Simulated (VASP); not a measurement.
Si: single point with HSE06

Crystal: Si.

```
Si
1.0
     0.00000    2.72472    2.68966
     2.72472    0.00000    2.68966
     2.72472    2.72472    0.00000
Si
2
Direct
  0.00000 0.00000 0.00000
  0.25000 0.25000 0.25000
```

- Program: VASP 6.6.1
- Task: single point
- Functional: HSE06
- Potentials or basis: VASP PAW PBE potentials, release 64 (Si)
- Cutoff: 400 eV
- k mesh: 6 × 6 × 6
- Occupations: gaussian, width 0.01 eV
- Spin: no spin polarisation
- Dipole correction: no
- Grid for exact exchange (PRECFOCK): Normal
- Further INCAR settings: ALGO = Normal; EDIFF = 1e-06; NBANDS = 11
- Share of exact exchange: 0.25
- Screening parameter: 0.2079 1/Å

| Item | Value |
| --- | --- |
| Pressure | 0.5 GPa |
| Band gap on the k mesh | 1.15 eV (least direct gap 3.23 eV) |

Stress tensor (GPa, compression positive):
```
0.01 0.00 0.00
0.00 0.01 0.00
0.00 0.00 1.36
```

Levels at points of the mesh, in eV from the valence-band top:
```csv
k point,band 1,band 2,band 3,band 4,band 5,band 6,band 7,band 8,band 9
"(0.00, 0.00, 0.00)",-13.37,-0.10,-0.10,0.00,3.23,3.28,3.28,4.29,8.60
"(0.50, 0.00, 0.00)",-10.77,-7.79,-1.44,-1.31,2.19,4.02,4.14,8.56,11.67
"(0.50, 0.50, 0.00)",-8.68,-8.68,-3.28,-3.28,1.15,1.15,11.43,11.43,12.21
"(0.50, 0.00, 0.50)",-8.77,-8.77,-3.17,-3.17,1.26,1.26,11.42,11.42,12.21
```

Run time: 25 min on 1 thread of Oxide Virtual Turin-like Processor, with other jobs on the host, peak memory 0.22 GiB.

Caveat: the PAW data sets were made with another functional, which shifts forces and pressure a little. A k mesh can miss the band edges.
